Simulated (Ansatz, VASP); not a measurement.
# Two plane-wave programs on Hf2Si3

```
Hf Si
1.0
     3.73173    0.00000    0.00000
    -1.86587    3.23177    0.00000
     0.00000    0.00000    7.60522
Hf Si
2 3
Direct
  0.33333 0.66667 0.80402
  0.66667 0.33333 0.19598
  0.00000 0.00000 0.00000
  0.33333 0.66667 0.42781
  0.66667 0.33333 0.57219
```

Change from the starting cell: species swapped into the Mg3Sb2 type (P-3m1, No. 164).

Alike in both runs: task relaxation of cell and atoms; functional PBE; k mesh 12 × 12 × 6; occupations gaussian, width 0.1 eV; no spin polarisation.

|  | VASP | Ansatz |
| --- | --- | --- |
| version | VASP 6.6.1 | Ansatz 0.2.0 |
| potentials or method | VASP PAW PBE potentials, release 64 (Hf_pv, Si), cutoff 600 eV | scalar-relativistic, plane waves, PAW |
| valence electrons in the cell | 32 | 64 |

```tsv
	VASP	Ansatz	Ansatz less VASP
gap on the k mesh at the Fermi level, each at its own relaxed structure (eV)	none	none	-
relaxed volume (Å³/atom)	18.35	18.36	+0.005
relaxed length of the cell vector where the two differ most in proportion (Å)	3.730	3.731	+0.0009
```

A gap of «none» marks a metal or a gap that the smearing closes. VASP's potentials hold 32 valence electrons a cell and Ansatz's 64, so a difference there can come from the potentials and not from the codes.

Neither program's run includes spin-orbit coupling.
